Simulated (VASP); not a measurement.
**PbS: single point with PBE**

PbS, a slab with vacuum:

```
CELL_PARAMETERS angstrom
3.04133 -3.04386 0.00000
3.04133 3.04386 0.00000
-2.13948 0.00000 22.64221
ATOMIC_POSITIONS crystal
Pb 0.27788 0.26744 0.06430
Pb 0.73256 0.72212 0.93570
S 0.78421 0.75405 0.05563
S 0.24595 0.21579 0.94437
```

```yaml
Program: VASP 6.6.1
Task: single point
Functional: PBE
Potentials_or_basis: VASP PAW PBE potentials, release 64 (Pb_d, S)
Cutoff: 520 eV
k_mesh: 6 × 6 × 2
Occupations: fermi-dirac, width 0.05 eV
Spin: no spin polarisation
```

* Largest force: 0.304 eV/Å
* Band gap on the k mesh: 2.10 eV (least direct gap 2.16 eV)

Forces in eV/Å, atoms in the order of the input:
```
Pb   0.001  0.014 -0.303
Pb  -0.001  0.014  0.303
S    0.005 -0.014 -0.079
S   -0.005 -0.014  0.079
```

Levels at points of the mesh, in eV from the valence-band top:
| k point | band 18 | band 19 | band 20 | band 21 | band 22 | band 23 |
| --- | --- | --- | --- | --- | --- | --- |
| (0.00, 0.00, 0.00) | -1.06 | -1.06 | -0.03 | 2.16 | 4.06 | 4.89 |
| (0.50, 0.00, 0.00) | -0.78 | -0.07 | -0.06 | 2.10 | 2.10 | 3.16 |
| (0.50, 0.50, 0.00) | -2.31 | -1.16 | -1.15 | 4.17 | 4.18 | 5.04 |
| (0.00, 0.00, 0.50) | -1.06 | -1.06 | -0.03 | 2.16 | 4.07 | 4.70 |
| (0.50, 0.00, 0.50) | -0.78 | -0.07 | -0.06 | 2.10 | 2.10 | 3.16 |
| (0.50, 0.50, 0.50) | -2.31 | -1.16 | -1.15 | 4.17 | 4.18 | 5.04 |

Wall time 12 min on 1 thread of Oxide Virtual Turin-like Processor, with other jobs on the host, peak memory 0.56 GiB.

Caveat: there is no dipole correction, which matters where the two faces differ; spin-orbit coupling is left out, which moves the levels of the heavy elements.
